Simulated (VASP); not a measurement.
Input of a VASP 6.6.1 run:

The input INCAR:

```
SYSTEM = ZnSe5
PREC = Accurate
ENCUT = 600
EDIFF = 1E-7
ISMEAR = 0
SIGMA = 0.1
LREAL = .False.
LASPH = .True.
NELM = 80
ALGO = Normal
ISIF = 3
LWAVE = .False.
LCHARG = .False.
GGA = PE
IBRION = 2
NSW = 100
EDIFFG = -0.01
```

The input KPOINTS:

```
regular mesh
0
Gamma
  6 6 10
  0 0 0
```

POSCAR

```
ZnSe5
1.0
    7.2567133095      0.0000000000      0.0000000000
   -3.6283566548      6.2844980740      0.0000000000
    0.0000000000      0.0000000000      3.5100401477
Zn Se
1 5
Direct
    0.0000000000      0.0000000000      0.0000000000
    0.5000000000      0.0000000000      0.5000000000
    0.5000000000      0.5000000000      0.5000000000
    0.0000000000      0.5000000000      0.5000000000
    0.3333333333      0.6666666667      0.0000000000
    0.6666666667      0.3333333333      0.0000000000
```

Potentials or basis: VASP PAW PBE potentials, release 64 (Zn, Se).

Command:

```sh
$ cat potpaw_PBE.64/Zn/POTCAR potpaw_PBE.64/Se/POTCAR > POTCAR
$ mpirun -np 1 vasp_std > vasp.out
```

(1) Estimate the relaxed cell.

(2) Predict the relaxed volume.

(3) What does it give for the space group after relaxing (to 0.05 Å)?

(4) Predict the band gap on the k mesh.

Results:

(1) a = 7.230 Å, b = 7.230 Å, c = 3.544 Å, α = 90.00°, β = 90.00°, γ = 120.00°.

(2) 26.74 Å³/atom.

(3) P6/mmm (No. 191).

(4) zero (band 21 reaches 3.31 eV, above the bottom of band 22 at 1.60 eV).
